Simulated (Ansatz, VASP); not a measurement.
One calculation of Bi2Se3, two programs

```
Bi Se
1.0
     2.09458    1.07515   11.08731
    -2.09458    1.07515   11.08731
     0.00000   -2.56373   11.13491
Bi Se
2 3
Direct
  0.39812 0.39812 0.37921
  0.60188 0.60188 0.62079
  0.00000 0.00000 0.00000
  0.21643 0.21643 0.25097
  0.78357 0.78357 0.74903
```

Alike in both runs: task single point; functional PBE; k mesh 6 × 6 × 6; occupations gaussian, width 0.02 eV; no spin polarisation.

|  | VASP | Ansatz |
| --- | --- | --- |
| version | VASP 6.6.1 | Ansatz 0.2.0 |
| potentials or method | VASP PAW PBE potentials, release 64 (Bi_d, Se), cutoff 520 eV | scalar-relativistic, plane waves, PAW |
| valence electrons in the cell | 48 | 78 |

|  | VASP | Ansatz | Ansatz less VASP |
| --- | --- | --- | --- |
| gap on the k mesh at the Fermi level (eV) | 0.78 | 0.78 | +0.003 |
| least direct gap on the mesh (eV) | 0.97 | 0.97 | -0.001 |
| pressure (GPa) | -0.2 | -0.2 | -0.01 |
| traceless stress, the component that is largest in VASP (GPa) | -0.11 | -0.11 | 0.000 |

The functional is the same, so the differences come from potentials, cutoffs and numerics. VASP's potentials hold 48 valence electrons a cell and Ansatz's 78, so a difference there can come from the potentials and not from the codes.

Neither program's run includes spin-orbit coupling.
